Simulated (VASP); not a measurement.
# Re (P6_3/mmc) in VASP: further runs, part 2 of 2

VASP 6.6.1. The steps go on from the part before.

## Step 4: Single point, PBE

Input file INCAR:

```
SYSTEM = Re
PREC     = Accurate       ! precision mode
ENCUT    = 520            ! plane-wave cutoff, eV
EDIFF    = 1E-6           ! SCF threshold, eV
ISMEAR   = 0              ! smearing method
SIGMA    = 0.016          ! smearing width, eV
LREAL    = .False.        ! projectors in reciprocal space
LASPH    = .True.         ! aspherical terms in the spheres
NELM     = 60             ! most SCF steps
ALGO     = Fast           ! electronic algorithm
ISIF     = 2              ! what is computed and relaxed
LWAVE    = .False.        ! write WAVECAR
LCHARG   = .False.        ! write CHGCAR
GGA      = PE             ! functional
NBANDS   = 22             ! bands
```

Input file KPOINTS:

```
Automatic mesh
0
Gamma
  11 11 3
  0 0 0
```

Input file POSCAR:

```
Re
1.0
    2.7663873939      0.0000000000      0.0000000000
   -1.3831936969      2.3957617598      0.0000000000
    0.0000000000      0.0000000000      8.9388451600
Re
4
Direct
    0.6666666667      0.3333333333      0.7500000000
    0.0000000000      0.0000000000      0.5000000000
    0.3333333333      0.6666666667      0.2500000000
    0.0000000000      0.0000000000      0.0000000000
```

Potentials or basis: VASP PAW PBE potentials, release 64 (Re).

Launch:

```console
$ cat potpaw_PBE.64/Re/POTCAR > POTCAR
$ mpirun -np 1 vasp_std > vasp.out
```

OUTCAR:

```text
SYSTEM = Re
   PREC = Accurate
   ENCUT = 520
   EDIFF = 1E-6
   ISMEAR = 0
   LREAL = .False.
   LASPH = .True.
   NELM = 60
   ISIF = 2
   GGA = PE

 ion  position               nearest neighbor table
   1  0.667  0.333  0.750-   2 2.75   4 2.75   2 2.75   4 2.75   2 2.75   4 2.75
   2  0.000  0.000  0.500-   1 2.75   3 2.75   3 2.75   1 2.75   1 2.75   3 2.75
   3  0.333  0.667  0.250-   2 2.75   4 2.75   2 2.75   4 2.75   2 2.75   4 2.75
   4  0.000  0.000  0.000-   1 2.75   3 2.75   3 2.75   1 2.75   1 2.75   3 2.75

  LATTYP: Found a hexagonal cell.
 ALAT       =     2.7663873939
 C/A-ratio  =     3.2312340563

  Lattice vectors:

 A1 = (   2.7663873939,   0.0000000000,   0.0000000000)
 A2 = (  -1.3831936969,   2.3957617598,   0.0000000000)
 A3 = (   0.0000000000,   0.0000000000,   8.9388451600)

Analysis of symmetry for initial positions (statically):
=====================================================================
 Subroutine PRICEL returns:
 Original cell was already a primitive cell.

 Routine SETGRP: Setting up the symmetry group for a
 hexagonal supercell.

 Subroutine GETGRP returns: Found 24 space group operations
[... 173 lines left out ...]
 E-fermi :   7.8766     XC(G=0): -13.6942

 val. band max:        7.8466580663   @ k =   0.1818   0.0000   0.0000
 cond. band min:       7.8804759455   @ k =   0.1818   0.0909   0.3333
 fundamental gap:      0.0338178792
 Fermi energy:         7.8765548765

 k-point     1 :       0.0000    0.0000    0.0000
  band No.  band energies     occupation
      1      -2.0163      2.00000
      2       0.2823      2.00000
      3       0.3633      2.00000
      4       1.2471      2.00000
      5       5.3693      2.00000
      6       5.4588      2.00000
[... 589 lines left out ...]
     21      10.8957      0.00000
     22      11.5921      0.00000

 [... further k-points ...]

------------------------ aborting loop because EDIFF is reached ----------------------------------------

  FORCE on cell =-STRESS in cart. coord.  units (eV):
  Direction    XX          YY          ZZ          XY          YZ          ZX
  --------------------------------------------------------------------------------------
  -------------------------------------------------------------------------------------
  Total        0.9998950      0.9998950      1.2651823      0.0000000      0.0000000      0.0000000
  in kB       27.0412601     27.0412601     34.2157175      0.0000000      0.0000000      0.0000000
  external PRESSURE =      29.4327459 kB  Pullay stress =       0.0000000 kB

 VOLUME and BASIS-vectors are now :
 -----------------------------------------------------------------------------
  energy-cutoff  :      520.00
  volume of cell :       59.24
      direct lattice vectors                 reciprocal lattice vectors
     2.766387394  0.000000000  0.000000000     0.361482272  0.208701887  0.000000000
    -1.383193697  2.395761760  0.000000000     0.000000000  0.417403774  0.000000000
     0.000000000  0.000000000  8.938845160     0.000000000  0.000000000  0.111871274

 POSITION                                       TOTAL-FORCE (eV/Angst)
 -----------------------------------------------------------------------------------
      1.38319      0.79859      6.70413         0.000000      0.000000     -0.000000
      0.00000      0.00000      4.46942        -0.000000     -0.000000      0.000000
     -0.00000      1.59717      2.23471        -0.000000      0.000000     -0.000000
      0.00000      0.00000      0.00000        -0.000000     -0.000000      0.000000
 -----------------------------------------------------------------------------------
    total drift:                               -0.000000      0.000000      0.000000

  FREE ENERGIE OF THE ION-ELECTRON SYSTEM (eV)
  ---------------------------------------------------
  free  energy   TOTEN  =       -49.6928931801 eV

  energy  without entropy=      -49.6919686953  energy(sigma->0) =      -49.69243094
```

Wall time 32 s (1 thread of Intel Xeon 6975P-C (Granite Rapids), shared host); peak memory 0.2 GiB.

Results:

* Free energy: -49.6929 eV
* Pressure: 2.9 GPa
* Band gap on the k mesh: zero (bands 14 and 15 overlap by 2.41 eV)

Caveat: spin-orbit coupling is left out, which moves the levels of the heavy elements.

## Step 5: Single point, PBE

Input file INCAR:

```
SYSTEM = Re
PREC     = Accurate       ! precision mode
ENCUT    = 520            ! plane-wave cutoff, eV
EDIFF    = 1E-6           ! SCF threshold, eV
ISMEAR   = 0              ! smearing method
SIGMA    = 0.017          ! smearing width, eV
LREAL    = .FALSE.        ! projectors in reciprocal space
LASPH    = .TRUE.         ! aspherical terms in the spheres
NELM     = 100            ! most SCF steps
ALGO     = Normal         ! electronic algorithm
ISIF     = 2              ! what is computed and relaxed
LWAVE    = .FALSE.        ! write WAVECAR
LCHARG   = .FALSE.        ! write CHGCAR
GGA      = PE             ! functional
NBANDS   = 22             ! bands
```

Input file KPOINTS:

```
regular mesh
0
G
  11 11 3
  0 0 0
```

POSCAR is that of step 4.

Potentials or basis: VASP PAW PBE potentials, release 64 (Re).

Launch:

```console
$ cat potpaw_PBE.64/Re/POTCAR > POTCAR
$ mpirun -np 1 vasp_std > vasp.out
```

OUTCAR:

```text
SYSTEM = Re
   PREC = Accurate
   ENCUT = 520
   EDIFF = 1E-6
   ISMEAR = 0
   LREAL = .FALSE.
   LASPH = .TRUE.
   NELM = 100
   ISIF = 2
   GGA = PE

 ion  position               nearest neighbor table
   1  0.667  0.333  0.750-   2 2.75   4 2.75   2 2.75   4 2.75   2 2.75   4 2.75
   2  0.000  0.000  0.500-   1 2.75   3 2.75   3 2.75   1 2.75   1 2.75   3 2.75
   3  0.333  0.667  0.250-   2 2.75   4 2.75   2 2.75   4 2.75   2 2.75   4 2.75
   4  0.000  0.000  0.000-   1 2.75   3 2.75   3 2.75   1 2.75   1 2.75   3 2.75

  LATTYP: Found a hexagonal cell.
 ALAT       =     2.7663873939
 C/A-ratio  =     3.2312340563

  Lattice vectors:

 A1 = (   2.7663873939,   0.0000000000,   0.0000000000)
 A2 = (  -1.3831936969,   2.3957617598,   0.0000000000)
 A3 = (   0.0000000000,   0.0000000000,   8.9388451600)

Analysis of symmetry for initial positions (statically):
=====================================================================
 Subroutine PRICEL returns:
 Original cell was already a primitive cell.

 Routine SETGRP: Setting up the symmetry group for a
 hexagonal supercell.

 Subroutine GETGRP returns: Found 24 space group operations
 (whereof 12 operations were pure point group operations)
 out of a pool of 24 trial point group operations.

The static configuration has the point symmetry D_3d.
 The point group associated with its full space group is D_6h.

Analysis of symmetry for dynamics (positions and initial velocities):
=====================================================================
 Subroutine PRICEL returns:
 Original cell was already a primitive cell.

 Routine SETGRP: Setting up the symmetry group for a
 hexagonal supercell.

 Subroutine GETGRP returns: Found 24 space group operations
 (whereof 12 operations were pure point group operations)
 out of a pool of 24 trial point group operations.

The dynamic configuration has the point symmetry D_3d.
 The point group associated with its full space group is D_6h.

 Subroutine INISYM returns: Found 24 space group operations
 (whereof 12 operations are pure point group operations),
 and found     1 'primitive' translations

----------------------------------------------------------------------------------------

                                     Primitive cell

  volume of cell :      59.2431

  direct lattice vectors                    reciprocal lattice vectors
     2.766387394  0.000000000  0.000000000     0.361482272  0.208701887  0.000000000
    -1.383193697  2.395761760  0.000000000     0.000000000  0.417403774  0.000000000
     0.000000000  0.000000000  8.938845160     0.000000000  0.000000000  0.111871274

  length of vectors
     2.766387394  2.766387394  8.938845160     0.417403774  0.417403774  0.111871274

  position of ions in fractional coordinates (direct lattice)
     0.666666667  0.333333333  0.750000000
     0.000000000  0.000000000  0.500000000
     0.333333333  0.666666667  0.250000000
     0.000000000  0.000000000  0.000000000

  ion indices of the primitive-cell ions
   primitive index   ion index
                 1           1
                 2           2
                 3           3
                 4           4

----------------------------------------------------------------------------------------
[... 26 lines left out ...]
            Coordinates               Weight
  0.000000  0.000000  0.000000      1.000000
  0.090909 -0.000000  0.000000      6.000000
  0.181818  0.000000  0.000000      6.000000
  0.272727  0.000000  0.000000      6.000000
  0.363636  0.000000  0.000000      6.000000
  0.454545  0.000000  0.000000      6.000000
[... 16 lines left out ...]
  0.090909  0.090909  0.333333     12.000000
  0.181818  0.090909  0.333333     24.000000
 [... further k-points ...]
   k-points           NKPTS =     32   k-points in BZ     NKDIM =     32   number of bands    NBANDS=     22
   number of dos      NEDOS =    301   number of ions     NIONS =      4
   total plane-waves  NPLWV =  40320
   dimension x,y,z NGX =    24 NGY =   24 NGZ =   70
   dimension x,y,z NGXF=    48 NGYF=   48 NGZF=  140
   ions per type =               4
   NGX,Y,Z   is equivalent  to a cutoff of  14.42, 14.42, 13.02 a.u.
   NGXF,Y,Z  is equivalent  to a cutoff of  28.85, 28.85, 26.04 a.u.
 SYSTEM =  Re
   PREC   = accura    normal or accurate (medium, high low for compatibility)
   ISTART =      0    job   : 0-new  1-cont  2-samecut
   ICHARG =      2    charge: 1-file 2-atom 10-const
   ISPIN  =      1    spin polarized calculation?
   LNONCOLLINEAR =      F non collinear calculations
   LSORBIT =      F    spin-orbit coupling
   LASPH  =      T    aspherical Exc in radial PAW
   ENCUT  =  520.0 eV  38.22 Ry    6.18 a.u.   5.14  5.14 16.62*2*pi/ulx,y,z
   NELM   =    100;   NELMIN=  2; NELMDL= -5     # of ELM steps
   EDIFF  = 0.1E-05   stopping-criterion for ELM
   LREAL  =      F    real-space projection
   EDIFFG = 0.1E-04   stopping-criterion for IOM
   NSW    =      0    number of steps for IOM
   IBRION =     -1    ionic relax: 0-MD 1-quasi-New 2-CG
   NFREE  =      0    steps in history (QN), initial steepest desc. (CG)
   ISIF   =      2    stress and relaxation
   ISYM   =      2    0-nonsym 1-usesym 2-fastsym
   POTIM  = 0.5000    time-step for ionic-motion
   TEBEG  =    0.0;   TEEND  =   0.0 temperature during run
   PSTRESS=    0.0 pullay stress
   NELECT =      28.0000    total number of electrons
   NUPDOWN=      -1.0000    fix difference up-down
   EMIN   =  10.00;   EMAX   =-10.00  energy-range for DOS
   EFERMI =   0.00;   METHOD = LEGACY
   ISMEAR =     0;   SIGMA  =   0.02  broadening in eV -4-tet -1-fermi 0-gaus
   EFERMI_NEDOS =   21; number of points for ismear=-14 and -15
   IALGO  =     38    algorithm
   IMIX   =      4    mixing-type and parameters
     AMIX     =   0.40;   BMIX     =  1.00
     AMIX_MAG =   1.60;   BMIX_MAG =  1.00
  volume/ion in A,a.u.               =      14.81        99.95
  Fermi-wavevector in a.u.,A,eV,Ry     =   1.275209  2.409796 22.125236  1.626159
  Thomas-Fermi vector in A             =   2.407934
   LORBIT       =      0    0 simple, 1 ext, 2 COOP (PROOUT), +10 PAW based schemes
   GGA     = PE    functional components
   LHFCALC =     F    Hartree Fock is set to
   AEXX    =    0.0000 exact exchange contribution
   IVDW    =     0    specifies the selected vdW correction
   LEPSILON=     F    determine dielectric tensor
   LRPA    =     F    only Hartree local field effects (RPA)
 non-spin polarized calculation
 Gauss-broadening in eV      SIGMA  =   0.02
  energy-cutoff  :      520.00
  volume of cell :       59.24
 maximum number of plane-waves:      1607
 NGX is ok and might be reduce to    24
   NGX = 11   NGY = 11   NGZ = 33

 number of electron      27.9999999 magnetization

 Free energy of the ion-electron system (eV)
  ---------------------------------------------------
  ext. energy  EPLUGINS =         0.00000000
  ---------------------------------------------------
  free energy    TOTEN  =       -49.69295367 eV

  energy without entropy =      -49.69196141  energy(sigma->0) =      -49.69245754

 E-fermi :   7.8761     XC(G=0): -13.6943

 val. band max:        7.8468481878   @ k =   0.1818   0.0000   0.0000
 cond. band min:       7.8803948953   @ k =   0.1818   0.0909   0.3333
 fundamental gap:      0.0335467075
 Fermi energy:         7.8761119441

 k-point     1 :       0.0000    0.0000    0.0000
  band No.  band energies     occupation
      1      -2.0162      2.00000
      2       0.2823      2.00000
      3       0.3636      2.00000
      4       1.2472      2.00000
      5       5.3693      2.00000
      6       5.4586      2.00000
[... 589 lines left out ...]
     21      10.8949      0.00000
     22      11.5780      0.00000

 [... further k-points ...]

------------------------ aborting loop because EDIFF is reached ----------------------------------------

  FORCE on cell =-STRESS in cart. coord.  units (eV):
  Direction    XX          YY          ZZ          XY          YZ          ZX
  --------------------------------------------------------------------------------------
  -------------------------------------------------------------------------------------
  Total        1.0066081      1.0066081      1.2677547      0.0000000      0.0000000      0.0000000
  in kB       27.2228102     27.2228102     34.2852868      0.0000000      0.0000000      0.0000000
  external PRESSURE =      29.5769690 kB  Pullay stress =       0.0000000 kB

 VOLUME and BASIS-vectors are now :
 -----------------------------------------------------------------------------
  energy-cutoff  :      520.00
  volume of cell :       59.24
      direct lattice vectors                 reciprocal lattice vectors
     2.766387394  0.000000000  0.000000000     0.361482272  0.208701887  0.000000000
    -1.383193697  2.395761760  0.000000000     0.000000000  0.417403774  0.000000000
     0.000000000  0.000000000  8.938845160     0.000000000  0.000000000  0.111871274

 POSITION                                       TOTAL-FORCE (eV/Angst)
 -----------------------------------------------------------------------------------
      1.38319      0.79859      6.70413        -0.000000      0.000000      0.000000
      0.00000      0.00000      4.46942         0.000000      0.000000     -0.000000
     -0.00000      1.59717      2.23471         0.000000      0.000000     -0.000000
      0.00000      0.00000      0.00000         0.000000      0.000000     -0.000000
 -----------------------------------------------------------------------------------
    total drift:                               -0.000000      0.000000      0.000000

  FREE ENERGIE OF THE ION-ELECTRON SYSTEM (eV)
  ---------------------------------------------------
  free  energy   TOTEN  =       -49.6929536657 eV

  energy  without entropy=      -49.6919614067  energy(sigma->0) =      -49.69245754
```

It took 26 s on 1 thread of Intel Xeon 6975P-C (Granite Rapids), shared host; peak memory 0.2 GiB.

Results:

| Quantity | Value |
| --- | --- |
| Free energy | -49.6930 eV |
| Pressure | 3.0 GPa |
| Band gap on the k mesh | zero (bands 14 and 15 overlap by 2.41 eV) |

Stress tensor (GPa, compression positive):
```
2.72 0.00 0.00
0.00 2.72 0.00
0.00 0.00 3.43
```

Caveat: spin-orbit coupling is left out, which moves the levels of the heavy elements.

## Step 6: Summary

```tsv
smearing	gap on the mesh (eV)	pressure (GPa)
gaussian 0.014 eV	none	2.9
gaussian 0.015 eV	none	2.9
gaussian 0.016 eV	none	2.9
gaussian 0.017 eV	none	3.0
```

Alike in all rows: task single point; level PBE; potentials or basis VASP PAW PBE potentials, release 64 (Re); no spin polarisation; cell as given; k mesh 11 × 11 × 3; cutoff (eV) 520.

Caveats: spin-orbit coupling is left out, which moves the levels of the heavy elements.

Total energies depend on the potentials used, so only differences within one code and one set of settings carry meaning.
